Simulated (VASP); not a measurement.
# Si2Ge (P-3m1) in VASP: a series of runs

The runs below take Si2Ge through single point, relaxation of cell and atoms, with PBE.

Everything below comes from runs of VASP 6.6.1. Logs are shortened: lines on timing, memory, paths and dates and some standing lists are left out, and cuts for length are marked.

### 1 The cell of the first run

The structure is trigonal, space group P-3m1 (No. 164). Conventional cell: a = 2.898 Å, b = 2.898 Å, c = 13.656 Å, α = 90.00°, β = 90.00°, γ = 120.00°. Si (site symmetry 3m) has 9 Si at 2.83 to 2.90 Å and 3 Ge at 2.83 Å within 3.7 Å. Within 3.7 Å of Si (site symmetry 3m) lie 12 Si at 2.83 to 2.90 Å. Within 3.7 Å of Ge (site symmetry 3m) lie 9 Ge at 2.83 to 2.90 Å and 3 Si at 2.83 Å.

### 2 Single point, PBE

INCAR

```
PREC = Accurate
ENCUT = 520
EDIFF = 1E-7
ISMEAR = 0
SIGMA = 0.1
LREAL = False
LASPH = True
NELM = 100
ALGO = Normal
ISIF = 2
LWAVE = False
LCHARG = False
GGA = PE
NBANDS = 31
```

KPOINTS

```
Automatic mesh
0
Gamma
  6 6 2
```

POSCAR

```
Si2Ge
1.0
    2.8983913400      0.0000000000      0.0000000000
   -1.4491956700      2.5100805300      0.0000000000
    0.0000000000      0.0000000000     13.6563845800
Si Ge
4 2
Direct
    0.3333333300      0.6666666700      0.7500000000
    0.3333333300      0.6666666700      0.4166666700
    0.6666666700      0.3333333300      0.2500000000
    0.6666666700      0.3333333300      0.5833333300
    0.3333333300      0.6666666700      0.0833333300
    0.6666666700      0.3333333300      0.9166666700
```

Potentials or basis: VASP PAW PBE potentials, release 64 (Si, Ge_d).

The run is started by

```
cat potpaw_PBE.64/Si/POTCAR potpaw_PBE.64/Ge_d/POTCAR > POTCAR
mpirun -np 1 vasp_std > vasp.out
```

OUTCAR:

```text
PREC = Accurate
   ENCUT = 520
   EDIFF = 1E-7
   ISMEAR = 0
   LREAL = False
   LASPH = True
   NELM = 100
   ISIF = 2
   GGA = PE

 ion  position               nearest neighbor table
   1  0.333  0.667  0.750-   4 2.83   6 2.83   4 2.83   6 2.83   4 2.83   6 2.83
   2  0.333  0.667  0.417-   4 2.83   4 2.83   4 2.83   3 2.83   3 2.83   3 2.83
   3  0.667  0.333  0.250-   2 2.83   5 2.83   2 2.83   5 2.83   2 2.83   5 2.83
   4  0.667  0.333  0.583-   2 2.83   2 2.83   2 2.83   1 2.83   1 2.83   1 2.83
   5  0.333  0.667  0.083-   6 2.83   6 2.83   6 2.83   3 2.83   3 2.83   3 2.83
   6  0.667  0.333  0.917-   5 2.83   5 2.83   5 2.83   1 2.83   1 2.83   1 2.83

  LATTYP: Found a hexagonal cell.
 ALAT       =     2.8983913400
 C/A-ratio  =     4.7117117663

  Lattice vectors:

 A1 = (   2.8983913400,   0.0000000000,   0.0000000000)
 A2 = (  -1.4491956700,   2.5100805300,   0.0000000000)
 A3 = (   0.0000000000,   0.0000000000,  13.6563845800)

Analysis of symmetry for initial positions (statically):
=====================================================================
 Subroutine PRICEL returns:
 Original cell was already a primitive cell.

 Routine SETGRP: Setting up the symmetry group for a
 hexagonal supercell.

 Subroutine GETGRP returns: Found 12 space group operations
 (whereof 12 operations were pure point group operations)
 out of a pool of 24 trial point group operations.

The static configuration has the point symmetry D_3d.

Analysis of symmetry for dynamics (positions and initial velocities):
=====================================================================
 Subroutine PRICEL returns:
 Original cell was already a primitive cell.

 Routine SETGRP: Setting up the symmetry group for a
 hexagonal supercell.

 Subroutine GETGRP returns: Found 12 space group operations
 (whereof 12 operations were pure point group operations)
 out of a pool of 24 trial point group operations.

The dynamic configuration has the point symmetry D_3d.

 Subroutine INISYM returns: Found 12 space group operations
 (whereof 12 operations are pure point group operations),
 and found     1 'primitive' translations

----------------------------------------------------------------------------------------

                                     Primitive cell

  volume of cell :      99.3529

  direct lattice vectors                    reciprocal lattice vectors
     2.898391340  0.000000000  0.000000000     0.345018972  0.199196796  0.000000000
    -1.449195670  2.510080530  0.000000000     0.000000000  0.398393593  0.000000000
     0.000000000  0.000000000 13.656384580     0.000000000  0.000000000  0.073225823

  length of vectors
     2.898391340  2.898391340 13.656384580     0.398393593  0.398393593  0.073225823

  position of ions in fractional coordinates (direct lattice)
     0.333333330  0.666666670  0.750000000
     0.333333330  0.666666670  0.416666670
     0.666666670  0.333333330  0.250000000
     0.666666670  0.333333330  0.583333330
     0.333333330  0.666666670  0.083333330
     0.666666670  0.333333330  0.916666670

  ion indices of the primitive-cell ions
   primitive index   ion index
                 1           1
                 2           2
                 3           3
                 4           4
                 5           5
                 6           6

----------------------------------------------------------------------------------------

 KPOINTS: Automatic mesh

Automatic generation of k-mesh.
 Grid dimensions read from file:
 generate k-points for:    6    6    2

 Generating k-lattice:

  Cartesian coordinates                     Fractional coordinates (reciprocal lattice)
     0.057503162  0.033199466  0.000000000     0.166666667 -0.000000000  0.000000000
     0.000000000  0.066398932  0.000000000     0.000000000  0.166666667  0.000000000
     0.000000000  0.000000000  0.036612911     0.000000000  0.000000000  0.500000000

  Length of vectors
     0.066398932  0.066398932  0.036612911

  Shift w.r.t. Gamma in fractional coordinates (k-lattice)
     0.000000000  0.000000000  0.000000000

 Subroutine IBZKPT returns following result:
 ===========================================

 Found     14 irreducible k-points:

 Following reciprocal coordinates:
            Coordinates               Weight
  0.000000  0.000000  0.000000      1.000000
  0.166667 -0.000000  0.000000      6.000000
  0.333333 -0.000000  0.000000      6.000000
  0.500000 -0.000000  0.000000      3.000000
  0.166667  0.166667  0.000000      6.000000
  0.333333  0.166667  0.000000     12.000000
  0.333333  0.333333  0.000000      2.000000
  0.000000  0.000000  0.500000      1.000000
  0.166667 -0.000000  0.500000      6.000000
  0.333333 -0.000000  0.500000      6.000000
  0.500000 -0.000000  0.500000      3.000000
  0.166667  0.166667  0.500000      6.000000
  0.333333  0.166667  0.500000     12.000000
  0.333333  0.333333  0.500000      2.000000
   k-points           NKPTS =     14   k-points in BZ     NKDIM =     14   number of bands    NBANDS=     31
   number of dos      NEDOS =    301   number of ions     NIONS =      6
   total plane-waves  NPLWV =  62208
   dimension x,y,z NGX =    24 NGY =   24 NGZ =  108
   dimension x,y,z NGXF=    48 NGYF=   48 NGZF=  216
   ions per type =               4   2
   NGX,Y,Z   is equivalent  to a cutoff of  13.77, 13.77, 13.15 a.u.
   NGXF,Y,Z  is equivalent  to a cutoff of  27.53, 27.53, 26.29 a.u.
 SYSTEM =  unknown system
   PREC   = accura    normal or accurate (medium, high low for compatibility)
   ISTART =      0    job   : 0-new  1-cont  2-samecut
   ICHARG =      2    charge: 1-file 2-atom 10-const
   ISPIN  =      1    spin polarized calculation?
   LNONCOLLINEAR =      F non collinear calculations
   LSORBIT =      F    spin-orbit coupling
   LASPH  =      T    aspherical Exc in radial PAW
   ENCUT  =  520.0 eV  38.22 Ry    6.18 a.u.   5.39  5.39 25.39*2*pi/ulx,y,z
   NELM   =    100;   NELMIN=  2; NELMDL= -5     # of ELM steps
   EDIFF  = 0.1E-06   stopping-criterion for ELM
   LREAL  =      F    real-space projection
   EDIFFG = 0.1E-05   stopping-criterion for IOM
   NSW    =      0    number of steps for IOM
   IBRION =     -1    ionic relax: 0-MD 1-quasi-New 2-CG
   NFREE  =      0    steps in history (QN), initial steepest desc. (CG)
   ISIF   =      2    stress and relaxation
   ISYM   =      2    0-nonsym 1-usesym 2-fastsym
   POTIM  = 0.5000    time-step for ionic-motion
   TEBEG  =    0.0;   TEEND  =   0.0 temperature during run
   PSTRESS=    0.0 pullay stress
   NELECT =      44.0000    total number of electrons
   NUPDOWN=      -1.0000    fix difference up-down
   EMIN   =  10.00;   EMAX   =-10.00  energy-range for DOS
   EFERMI =   0.00;   METHOD = LEGACY
   ISMEAR =     0;   SIGMA  =   0.10  broadening in eV -4-tet -1-fermi 0-gaus
   EFERMI_NEDOS =   21; number of points for ismear=-14 and -15
   IALGO  =     38    algorithm
   IMIX   =      4    mixing-type and parameters
     AMIX     =   0.40;   BMIX     =  1.00
     AMIX_MAG =   1.60;   BMIX_MAG =  1.00
  volume/ion in A,a.u.               =      16.56       111.74
  Fermi-wavevector in a.u.,A,eV,Ry     =   1.247859  2.358112 21.186347  1.557153
  Thomas-Fermi vector in A             =   2.381972
   LORBIT       =      0    0 simple, 1 ext, 2 COOP (PROOUT), +10 PAW based schemes
   GGA     = PE    functional components
   LHFCALC =     F    Hartree Fock is set to
   AEXX    =    0.0000 exact exchange contribution
   IVDW    =     0    specifies the selected vdW correction
   LEPSILON=     F    determine dielectric tensor
   LRPA    =     F    only Hartree local field effects (RPA)
 non-spin polarized calculation
 Gauss-broadening in eV      SIGMA  =   0.10
  energy-cutoff  :      520.00
  volume of cell :       99.35
 maximum number of plane-waves:      2727
 NGX is ok and might be reduce to    24
   NGX = 11   NGY = 11   NGZ = 51

 number of electron      43.9999980 magnetization

 Free energy of the ion-electron system (eV)
  ---------------------------------------------------
  ext. energy  EPLUGINS =         0.00000000
  ---------------------------------------------------
  free energy    TOTEN  =       -27.35533619 eV

  energy without entropy =      -27.34392349  energy(sigma->0) =      -27.34962984

 E-fermi :   8.2392     XC(G=0): -11.0934

 val. band max:        8.2341474612   @ k =   0.3333   0.3333   0.5000
 cond. band min:       8.2436759685   @ k =   0.3333   0.3333   0.5000
 fundamental gap:      0.0095285073
 Fermi energy:         8.2391634789

 k-point     1 :       0.0000    0.0000    0.0000
  band No.  band energies     occupation
      1     -16.4330      2.00000
      2     -16.4254      2.00000
      3     -16.4254      2.00000
      4     -16.4228      2.00000
      5     -16.4228      2.00000
      6     -16.4199      2.00000
[... 23 lines left out ...]
     30      16.8399      0.00000
     31      16.8399      0.00000

 k-point     2 :       0.1667   -0.0000    0.0000
  band No.  band energies     occupation
      1     -16.4480      2.00000
      2     -16.4297      2.00000
      3     -16.4114      2.00000
      4     -16.4008      2.00000
      5     -16.3981      2.00000
      6     -16.3968      2.00000
[... 23 lines left out ...]
     30      15.2123      0.00000
     31      15.7940      0.00000

 k-point     3 :       0.3333   -0.0000    0.0000
  band No.  band energies     occupation
      1     -16.4762      2.00000
      2     -16.4432      2.00000
      3     -16.4214      2.00000
      4     -16.4005      2.00000
      5     -16.3943      2.00000
      6     -16.3415      2.00000
[... 23 lines left out ...]
     30      14.0449      0.00000
     31      14.2320      0.00000

 k-point     4 :       0.5000   -0.0000    0.0000
  band No.  band energies     occupation
      1     -16.4894      2.00000
      2     -16.4462      2.00000
      3     -16.4447      2.00000
      4     -16.4092      2.00000
      5     -16.3994      2.00000
      6     -16.3246      2.00000
[... 23 lines left out ...]
     30      12.9514      0.00000
     31      13.1328      0.00000

 k-point     5 :       0.1667    0.1667    0.0000
  band No.  band energies     occupation
      1     -16.4454      2.00000
      2     -16.4356      2.00000
      3     -16.4136      2.00000
      4     -16.3999      2.00000
      5     -16.3869      2.00000
      6     -16.3861      2.00000
[... 23 lines left out ...]
     30      13.9336      0.00000
     31      14.3082      0.00000
[... 202 lines left out ...]
     30      12.4672      0.00000
     31      13.5126      0.00000

 k-point    12 :       0.1667    0.1667    0.5000
  band No.  band energies     occupation
      1     -16.4454      2.00000
      2     -16.4356      2.00000
      3     -16.4136      2.00000
      4     -16.3999      2.00000
      5     -16.3869      2.00000
      6     -16.3861      2.00000
[... 23 lines left out ...]
     30      12.5186      0.00000
     31      13.2403      0.00000

 k-point    13 :       0.3333    0.1667    0.5000
  band No.  band energies     occupation
      1     -16.4566      2.00000
      2     -16.4376      2.00000
      3     -16.4171      2.00000
      4     -16.4103      2.00000
      5     -16.3981      2.00000
      6     -16.3507      2.00000
[... 23 lines left out ...]
     30      11.5237      0.00000
     31      12.6197      0.00000

 k-point    14 :       0.3333    0.3333    0.5000
  band No.  band energies     occupation
      1     -16.4393      2.00000
      2     -16.4186      2.00000
      3     -16.4186      2.00000
      4     -16.3757      2.00000
      5     -16.3747      2.00000
      6     -16.3747      2.00000
[... 23 lines left out ...]
     30      11.1401      0.00000
     31      11.3711      0.00000

------------------------ aborting loop because EDIFF is reached ----------------------------------------

  FORCE on cell =-STRESS in cart. coord.  units (eV):
  Direction    XX          YY          ZZ          XY          YZ          ZX
  --------------------------------------------------------------------------------------
  -------------------------------------------------------------------------------------
  Total        0.1150608      0.1150608     -1.9213799      0.0000000      0.0000000     -0.0000000
  in kB        1.8554851      1.8554851    -30.9844222      0.0000000      0.0000000     -0.0000000
  external PRESSURE =      -9.0911506 kB  Pullay stress =       0.0000000 kB

 VOLUME and BASIS-vectors are now :
 -----------------------------------------------------------------------------
  energy-cutoff  :      520.00
  volume of cell :       99.35
      direct lattice vectors                 reciprocal lattice vectors
     2.898391340  0.000000000  0.000000000     0.345018972  0.199196796  0.000000000
    -1.449195670  2.510080530  0.000000000     0.000000000  0.398393593  0.000000000
     0.000000000  0.000000000 13.656384580     0.000000000  0.000000000  0.073225823

 POSITION                                       TOTAL-FORCE (eV/Angst)
 -----------------------------------------------------------------------------------
     -0.00000      1.67339     10.24229        -0.000000      0.000000     -0.542575
     -0.00000      1.67339      5.69016        -0.000000     -0.000000      0.034124
      1.44920      0.83669      3.41410         0.000000      0.000000      0.542575
      1.44920      0.83669      7.96622        -0.000000      0.000000     -0.034124
     -0.00000      1.67339      1.13803        -0.000000      0.000000      0.489406
      1.44920      0.83669     12.51835         0.000000     -0.000000     -0.489406
 -----------------------------------------------------------------------------------
    total drift:                                0.000000     -0.000000     -0.000000

  FREE ENERGIE OF THE ION-ELECTRON SYSTEM (eV)
  ---------------------------------------------------
  free  energy   TOTEN  =       -27.3553361950 eV

  energy  without entropy=      -27.3439234891  energy(sigma->0) =      -27.34962984
```

It took 3.2 min on 1 thread of AMD EPYC 7R13 (Zen 3), shared host; peak memory 0.2 GiB.

Results:

```yaml
Free_energy: -27.3553 eV
Pressure: -0.9 GPa
Largest_force: 0.543 eV/Å
Band_gap_on_the_k_mesh: zero (band 22 reaches 15.14 eV, above the bottom of band 23 at 5.27 eV)
```

Forces in eV/Å, atoms in the order of the input:
```
Si   0.000  0.000 -0.543
Si   0.000  0.000  0.034
Si   0.000  0.000  0.543
Si   0.000  0.000 -0.034
Ge   0.000  0.000  0.489
Ge   0.000  0.000 -0.489
```

Caveat: the k points lie up to 0.42 Å⁻¹ apart.

### 3 Single point, PBE

This run uses another cell than the first one, of 16.73 Å³/atom, 1.011 times its volume.

INCAR

```
SYSTEM = Si2Ge
  ALGO = Normal
  EDIFF = 1E-6
  ENCUT = 520
  GGA = PE
  ISIF = 2
  ISMEAR = 0
  LASPH = .TRUE.
  LCHARG = .FALSE.
  LREAL = .FALSE.
  LWAVE = .FALSE.
  NBANDS = 31
  NELM = 80
  PREC = Accurate
  SIGMA = 0.1
```

KPOINTS

```
k-points
0
G
  6 6 2
  0 0 0
```

POSCAR

```
Si2Ge
1.0
    3.0323677879      0.0000000000      0.0000000000
   -1.5161838939      2.6261075379      0.0000000000
    0.0000000000      0.0000000000     12.6082989983
Si Ge
4 2
Direct
    0.3333333333      0.6666666667      0.7283783508
    0.3333333333      0.6666666667      0.4263707824
    0.6666666667      0.3333333333      0.2716216492
    0.6666666667      0.3333333333      0.5736292176
    0.3333333333      0.6666666667      0.1100503593
    0.6666666667      0.3333333333      0.8899496407
```

Potentials or basis: VASP PAW PBE potentials, release 64 (Si, Ge_d).

The run is started by

```
cat potpaw_PBE.64/Si/POTCAR potpaw_PBE.64/Ge_d/POTCAR > POTCAR
mpirun -np 1 vasp_std > vasp.out
```

Run time: 90 s. Hardware: 1 thread of AMD EPYC 7R13 (Zen 3), shared host; peak memory 0.19 GiB.

The run converged. Its results:

| Property | Result |
| --- | --- |
| Free energy | -27.8395 eV |
| Pressure | 0.0 GPa |
| Largest force | 0.033 eV/Å |
| Band gap on the k mesh | zero (band 22 reaches 13.34 eV, above the bottom of band 23 at 5.46 eV) |

Forces on the atoms (eV/Å):
```
Si   0.000  0.000 -0.033
Si   0.000  0.000 -0.021
Si   0.000  0.000  0.033
Si   0.000  0.000  0.021
Ge   0.000  0.000  0.003
Ge   0.000  0.000 -0.003
```

Stress tensor (GPa, compression positive):
```
 0.10  0.00  0.00
 0.00  0.10  0.00
 0.00  0.00 -0.17
```

Levels at points of the mesh, in eV from the Fermi level:
| k point | band 18 | band 19 | band 20 | band 21 | band 22 | band 23 | band 24 | band 25 | band 26 | band 27 |
| --- | --- | --- | --- | --- | --- | --- | --- | --- | --- | --- |
| (0.00, 0.00, 0.00) | 0.81 | 1.51 | 4.10 | 4.10 | 5.17 | 5.17 | 6.00 | 6.00 | 6.49 | 6.49 |
| (0.50, 0.00, 0.00) | -4.82 | -4.07 | -3.32 | -0.88 | -0.49 | 0.48 | 0.53 | 1.26 | 1.61 | 2.35 |
| (0.00, 0.00, 0.50) | -1.52 | 4.11 | 4.11 | 4.27 | 5.11 | 5.11 | 5.17 | 6.16 | 6.16 | 6.49 |
| (0.50, 0.00, 0.50) | -5.07 | -3.60 | -2.59 | -2.14 | -1.03 | 0.55 | 1.33 | 1.49 | 2.68 | 2.69 |

Caveat: the k points lie up to 0.40 Å⁻¹ apart.

(Part 1 of 2 ends here.)
